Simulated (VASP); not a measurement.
AlN:

```
Al N
1.0
     0.00000    2.09748    2.26832
     2.09748    0.00000    2.26832
     2.09748    2.09748    0.00000
Al N
1 1
Direct
  0.00000 0.00000 0.00000
  0.25000 0.25000 0.25000
```

This cell differs from its parent crystal: epitaxial xy strain -4.0%.

Base run:

| Item | Value |
| --- | --- |
| Program | VASP 6.6.1 |
| Functional | HSE06 |
| Potentials or basis | VASP PAW PBE potentials, release 64 (Al, N) |
| Cutoff | 520 eV |
| k mesh | 8 × 8 × 8 |
| Occupations | gaussian, width 0.01 eV |
| Spin | no spin polarisation |

Its results: band gap on the k mesh 4.31 eV (least direct gap 5.80 eV); pressure 8.8 GPa.

**Question.** The run is repeated on the same cell with these changes: functional from HSE06 to r2SCAN; k mesh from 8 × 8 × 8 to 10 × 10 × 10. What comes out?

**Answer.** Band gap on the k mesh 3.68 eV (least direct gap 5.12 eV); pressure 9.2 GPa.

Several settings changed at once.

Caveats: the cell stands under pressure; the PAW data sets were made with another functional, which shifts forces and pressure a little.

A k mesh can miss the band edges.
